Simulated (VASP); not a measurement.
Input of a VASP 6.6.1 run:

File INCAR:

```
SYSTEM = Co
PREC     = Accurate       ! precision mode
ENCUT    = 600            ! plane-wave cutoff, eV
EDIFF    = 1E-6           ! SCF threshold, eV
ISMEAR   = -1             ! smearing method
SIGMA    = 0.1            ! smearing width, eV
LREAL    = .False.        ! projectors in reciprocal space
LASPH    = .True.         ! aspherical terms in the spheres
NELM     = 120            ! most SCF steps
ALGO     = Normal         ! electronic algorithm
ISIF     = 2              ! what is computed and relaxed
LWAVE    = .False.        ! write WAVECAR
LCHARG   = .False.        ! write CHGCAR
GGA      = PE             ! functional
NBANDS   = 10             ! bands
GGA_COMPAT= .False.
```

Contents of KPOINTS:

```
regular mesh
0
Gamma
  18 18 18
  0 0 0
```

File POSCAR:

```
Co
1.0
    0.0000000000      1.7289085830      1.7289085830
    1.7289085830      0.0000000000      1.7289085830
    1.7289085830      1.7289085830      0.0000000000
Co
1
Direct
    0.0000000000      0.0000000000      0.0000000000
```

Potentials or basis: VASP PAW PBE potentials, release 64 (Co).

Command:

```sh
$ cat potpaw_PBE.64/Co/POTCAR > POTCAR
$ mpirun -np 1 vasp_std > vasp.out
```

Task: What does it give for the band gap on the k mesh?

Result: Zero (an odd number of electrons rules out a gap without spin polarisation).

Task: Estimate the pressure.

Result: -0.9 GPa.

Caveat: the run has no spin polarisation, though such a crystal can be magnetic. Spin polarisation is off, so any magnetic state and its effect on volume and gap are missing.
